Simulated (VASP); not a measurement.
# Sr (Fd-3m) in VASP: single point with r2SCAN

Aim: the single point of Sr with r2SCAN.

All numbers are computed with VASP 6.6.1; they aren't measurements. Logs are shortened: lines on timing, memory, paths and dates and some standing lists are left out, and cuts for length are marked.

### 1 The cell of the first run

Symmetry: Fd-3m, No. 227, cubic system. Conventional cell: a = 9.668 Å, b = 9.668 Å, c = 9.668 Å, α = 90.00°, β = 90.00°, γ = 90.00°. Within 5.5 Å of Sr (site symmetry -43m) lie 4 Sr at 4.19 Å.

This isn't the form of Sr at room conditions, which is fcc.

### 2 Single point, r2SCAN

The input, POSCAR:

```
Sr
1.0
    0.0000000000      4.8337968408      4.8337968408
    4.8337968408      0.0000000000      4.8337968408
    4.8337968408      4.8337968408      0.0000000000
Sr
2
Direct
    0.1250000000      0.1250000000      0.1250000000
    0.8750000000      0.8750000000      0.8750000000
```

The input, INCAR.step1:

```
SYSTEM = Sr
PREC = Accurate ; ENCUT = 520
ISMEAR = -1 ; SIGMA = 0.1
LREAL = .False. ; LASPH = .True.
NELM = 100 ; NBANDS = 17
GGA = PE ; ALGO = Normal
EDIFF = 1E-4 ; LWAVE = .True.
LCHARG = .False.
```

The input, INCAR.step2:

```
SYSTEM = Sr
PREC = Accurate ; ENCUT = 520
EDIFF = 1E-6 ; ISMEAR = -1
SIGMA = 0.1 ; LREAL = .False.
LASPH = .True. ; NELM = 100
ALGO = Normal ; ISIF = 2
LWAVE = .False. ; LCHARG = .False.
METAGGA = R2SCAN ; LMIXTAU = .True.
NBANDS = 17 ; ISTART = 1
```

The input, KPOINTS:

```
regular mesh
0
Gamma
  9 9 9
  0 0 0
```

Potentials or basis: VASP PAW PBE potentials, release 64 (Sr_sv).

Command:

```bash
$ cat potpaw_PBE.64/Sr_sv/POTCAR > POTCAR
$ cp INCAR.step1 INCAR
$ mpirun -np 1 vasp_std > vasp.out
$ cp INCAR.step2 INCAR
$ mpirun -np 1 vasp_std > vasp.out
```

OUTCAR:

```text
SYSTEM = Sr
   PREC = Accurate
   ENCUT = 520
   EDIFF = 1E-6
   ISMEAR = -1
   LREAL = .False.
   LASPH = .True.
   NELM = 100
   ISIF = 2
   METAGGA = R2SCAN
   ISTART = 1

 ion  position               nearest neighbor table
   1  0.125  0.125  0.125-   2 4.19   2 4.19   2 4.19   2 4.19
   2  0.875  0.875  0.875-   1 4.19   1 4.19   1 4.19   1 4.19

  LATTYP: Found a face centered cubic cell.
 ALAT       =     9.6675936816

  Lattice vectors:

 A1 = (   0.0000000000,   4.8337968408,   4.8337968408)
 A2 = (   4.8337968408,   0.0000000000,   4.8337968408)
 A3 = (   4.8337968408,   4.8337968408,   0.0000000000)

Analysis of symmetry for initial positions (statically):
=====================================================================
 Subroutine PRICEL returns:
 Original cell was already a primitive cell.

 Routine SETGRP: Setting up the symmetry group for a
 face centered cubic supercell.

 Subroutine GETGRP returns: Found 48 space group operations
 (whereof 12 operations were pure point group operations)
 out of a pool of 48 trial point group operations.

The static configuration has the point symmetry D_3d.
 The point group associated with its full space group is O_h .

Analysis of symmetry for dynamics (positions and initial velocities):
=====================================================================
 Subroutine PRICEL returns:
 Original cell was already a primitive cell.

 Routine SETGRP: Setting up the symmetry group for a
 face centered cubic supercell.

 Subroutine GETGRP returns: Found 48 space group operations
 (whereof 12 operations were pure point group operations)
 out of a pool of 48 trial point group operations.

The dynamic configuration has the point symmetry D_3d.
 The point group associated with its full space group is O_h .

 Subroutine INISYM returns: Found 48 space group operations
 (whereof 12 operations are pure point group operations),
 and found     1 'primitive' translations

----------------------------------------------------------------------------------------

                                     Primitive cell

  volume of cell :     225.8890

  direct lattice vectors                    reciprocal lattice vectors
     0.000000000  4.833796841  4.833796841    -0.103438356  0.103438356  0.103438356
     4.833796841  0.000000000  4.833796841     0.103438356 -0.103438356  0.103438356
     4.833796841  4.833796841  0.000000000     0.103438356  0.103438356 -0.103438356

  length of vectors
     6.836021050  6.836021050  6.836021050     0.179160489  0.179160489  0.179160489

  position of ions in fractional coordinates (direct lattice)
     0.125000000  0.125000000  0.125000000
     0.875000000  0.875000000  0.875000000

  ion indices of the primitive-cell ions
   primitive index   ion index
                 1           1
                 2           2

----------------------------------------------------------------------------------------

 KPOINTS: regular mesh

Automatic generation of k-mesh.
 Grid dimensions read from file:
 generate k-points for:    9    9    9

 Generating k-lattice:

  Cartesian coordinates                     Fractional coordinates (reciprocal lattice)
    -0.011493151  0.011493151  0.011493151     0.111111111  0.000000000  0.000000000
     0.011493151 -0.011493151  0.011493151     0.000000000  0.111111111  0.000000000
     0.011493151  0.011493151 -0.011493151     0.000000000  0.000000000  0.111111111

  Length of vectors
     0.019906721  0.019906721  0.019906721

  Shift w.r.t. Gamma in fractional coordinates (k-lattice)
     0.000000000  0.000000000  0.000000000

 Subroutine IBZKPT returns following result:
 ===========================================

 Found     35 irreducible k-points:

 Following reciprocal coordinates:
            Coordinates               Weight
  0.000000  0.000000  0.000000      1.000000
  0.111111  0.000000  0.000000      8.000000
  0.222222  0.000000  0.000000      8.000000
  0.333333  0.000000  0.000000      8.000000
  0.444444  0.000000  0.000000      8.000000
  0.111111  0.111111  0.000000      6.000000
[... 16 lines left out ...]
 -0.333333  0.333333  0.000000     12.000000
  0.444444  0.444444  0.000000      6.000000
 [... further k-points ...]
   k-points           NKPTS =     35   k-points in BZ     NKDIM =     35   number of bands    NBANDS=     17
   number of dos      NEDOS =    301   number of ions     NIONS =      2
   total plane-waves  NPLWV = 157464
   dimension x,y,z NGX =    54 NGY =   54 NGZ =   54
   dimension x,y,z NGXF=   108 NGYF=  108 NGZF=  108
   ions per type =               2
   NGX,Y,Z   is equivalent  to a cutoff of  13.13, 13.13, 13.13 a.u.
   NGXF,Y,Z  is equivalent  to a cutoff of  26.26, 26.26, 26.26 a.u.
 SYSTEM =  Sr
   PREC   = accura    normal or accurate (medium, high low for compatibility)
   ISTART =      1    job   : 0-new  1-cont  2-samecut
   ICHARG =      0    charge: 1-file 2-atom 10-const
   ISPIN  =      1    spin polarized calculation?
   LNONCOLLINEAR =      F non collinear calculations
   LSORBIT =      F    spin-orbit coupling
   LASPH  =      T    aspherical Exc in radial PAW
   ENCUT  =  520.0 eV  38.22 Ry    6.18 a.u.  12.71 12.71 12.71*2*pi/ulx,y,z
   NELM   =    100;   NELMIN=  2; NELMDL=  0     # of ELM steps
   EDIFF  = 0.1E-05   stopping-criterion for ELM
   LREAL  =      F    real-space projection
   EDIFFG = 0.1E-04   stopping-criterion for IOM
   NSW    =      0    number of steps for IOM
   IBRION =     -1    ionic relax: 0-MD 1-quasi-New 2-CG
   NFREE  =      0    steps in history (QN), initial steepest desc. (CG)
   ISIF   =      2    stress and relaxation
   ISYM   =      2    0-nonsym 1-usesym 2-fastsym
   POTIM  = 0.5000    time-step for ionic-motion
   TEBEG  =    0.0;   TEEND  =   0.0 temperature during run
   PSTRESS=    0.0 pullay stress
   NELECT =      20.0000    total number of electrons
   NUPDOWN=      -1.0000    fix difference up-down
   EMIN   =  10.00;   EMAX   =-10.00  energy-range for DOS
   EFERMI =   0.00;   METHOD = LEGACY
   ISMEAR =    -1;   SIGMA  =   0.10  broadening in eV -4-tet -1-fermi 0-gaus
   EFERMI_NEDOS =   21; number of points for ismear=-14 and -15
   IALGO  =     38    algorithm
   IMIX   =      4    mixing-type and parameters
     AMIX     =   0.40;   BMIX     =  1.00
     AMIX_MAG =   1.60;   BMIX_MAG =  1.00
  volume/ion in A,a.u.               =     112.94       762.19
  Fermi-wavevector in a.u.,A,eV,Ry     =   0.729659  1.378855  7.243767  0.532402
  Thomas-Fermi vector in A             =   1.821435
   LORBIT       =      0    0 simple, 1 ext, 2 COOP (PROOUT), +10 PAW based schemes
   METAGGA = R2SCAN    functional components
   LHFCALC =     F    Hartree Fock is set to
   AEXX    =    0.0000 exact exchange contribution
   IVDW    =     0    specifies the selected vdW correction
   LEPSILON=     F    determine dielectric tensor
   LRPA    =     F    only Hartree local field effects (RPA)
 non-spin polarized calculation
  energy-cutoff  :      520.00
  volume of cell :      225.89
 maximum number of plane-waves:      6108
 NGX is ok and might be reduce to    54
   NGX = 25   NGY = 25   NGZ = 25

 number of electron      20.0000000 magnetization

 Free energy of the ion-electron system (eV)
  ---------------------------------------------------
  ext. energy  EPLUGINS =         0.00000000
  ---------------------------------------------------
  free energy    TOTEN  =       -28.16398444 eV

  energy without entropy =      -28.06332959  energy(sigma->0) =      -28.11365702

 E-fermi :  -0.3152     XC(G=0):  -5.5293

 val. band max:       -0.3187085542   @ k =  -0.3333   0.3333   0.1111
 cond. band min:      -0.2864944983   @ k =   0.3333   0.2222   0.0000
 fundamental gap:      0.0322140559
 Fermi energy:        -0.3152402298

 k-point     1 :       0.0000    0.0000    0.0000
  band No.  band energies     occupation
      1     -39.4853      2.00000
      2     -39.4724      2.00000
      3     -20.8295      2.00000
      4     -20.8295      2.00000
      5     -20.8295      2.00000
      6     -20.7621      2.00000
[... 9 lines left out ...]
     16       1.1851      0.00000
     17       1.1851      0.00000

 k-point     2 :       0.1111    0.0000    0.0000
  band No.  band energies     occupation
      1     -39.4850      2.00000
      2     -39.4727      2.00000
      3     -20.8303      2.00000
      4     -20.8303      2.00000
      5     -20.8291      2.00000
      6     -20.7627      2.00000
[... 9 lines left out ...]
     16       1.1987      0.00000
     17       1.1987      0.00000

 k-point     3 :       0.2222    0.0000    0.0000
  band No.  band energies     occupation
      1     -39.4842      2.00000
      2     -39.4735      2.00000
      3     -20.8322      2.00000
      4     -20.8322      2.00000
      5     -20.8278      2.00000
      6     -20.7642      2.00000
[... 9 lines left out ...]
     16       1.2609      0.00000
     17       1.2609      0.00000

 k-point     4 :       0.3333    0.0000    0.0000
  band No.  band energies     occupation
      1     -39.4831      2.00000
      2     -39.4746      2.00000
      3     -20.8342      2.00000
      4     -20.8342      2.00000
      5     -20.8264      2.00000
      6     -20.7659      2.00000
[... 9 lines left out ...]
     16       1.3898      0.00000
     17       1.3898      0.00000
[... 343 lines left out ...]
      1     -39.4801      2.00000
      2     -39.4776      2.00000
      3     -20.8423      2.00000
      4     -20.8401      2.00000
      5     -20.8050      2.00000
      6     -20.7876      2.00000
[... 9 lines left out ...]
     16       1.5372      0.00000
     17       1.6592      0.00000

 k-point    23 :      -0.3333    0.3333    0.0000
  band No.  band energies     occupation
      1     -39.4805      2.00000
      2     -39.4773      2.00000
      3     -20.8426      2.00000
      4     -20.8387      2.00000
      5     -20.8084      2.00000
      6     -20.7840      2.00000
[... 9 lines left out ...]
     16       1.5536      0.00000
     17       1.8474      0.00000

 k-point    24 :       0.4444    0.4444    0.0000
  band No.  band energies     occupation
      1     -39.4800      2.00000
      2     -39.4778      2.00000
      3     -20.8414      2.00000
      4     -20.8414      2.00000
      5     -20.8022      2.00000
      6     -20.7905      2.00000
[... 9 lines left out ...]
     16       1.2506      0.00000
     17       1.6135      0.00000

 [... further k-points ...]

------------------------ aborting loop because EDIFF is reached ----------------------------------------

  FORCE on cell =-STRESS in cart. coord.  units (eV):
  Direction    XX          YY          ZZ          XY          YZ          ZX
  --------------------------------------------------------------------------------------
  -------------------------------------------------------------------------------------
  Total        0.0256688      0.0256688      0.0256688     -0.0000000     -0.0000000      0.0000000
  in kB        0.1820626      0.1820626      0.1820626     -0.0000000     -0.0000000      0.0000000
  external PRESSURE =       0.1820626 kB  Pullay stress =       0.0000000 kB

 VOLUME and BASIS-vectors are now :
 -----------------------------------------------------------------------------
  energy-cutoff  :      520.00
  volume of cell :      225.89
      direct lattice vectors                 reciprocal lattice vectors
     0.000000000  4.833796841  4.833796841    -0.103438356  0.103438356  0.103438356
     4.833796841  0.000000000  4.833796841     0.103438356 -0.103438356  0.103438356
     4.833796841  4.833796841  0.000000000     0.103438356  0.103438356 -0.103438356

 POSITION                                       TOTAL-FORCE (eV/Angst)
 -----------------------------------------------------------------------------------
      1.20845      1.20845      1.20845         0.000000     -0.000000      0.000000
      8.45914      8.45914      8.45914        -0.000000      0.000000     -0.000000
 -----------------------------------------------------------------------------------
    total drift:                               -0.000000      0.000000     -0.000000

  FREE ENERGIE OF THE ION-ELECTRON SYSTEM (eV)
  ---------------------------------------------------
  free  energy   TOTEN  =       -28.1639844415 eV

  energy  without entropy=      -28.0633295919  energy(sigma->0) =      -28.11365702
```

It took 8.7 min on 1 thread of Intel Xeon Platinum 8488C (Sapphire Rapids), shared host; peak memory 0.46 GiB.

Results:

```
Free energy            : -28.1640 eV
Pressure               : 0.0 GPa
Band gap on the k mesh : zero (bands 10 and 11 overlap by 0.81 eV)
```

Caveat: the PAW data sets were made with another functional, which shifts forces and pressure a little.

The gap in the log of VASP goes by the Fermi energy; the results here count the filled bands.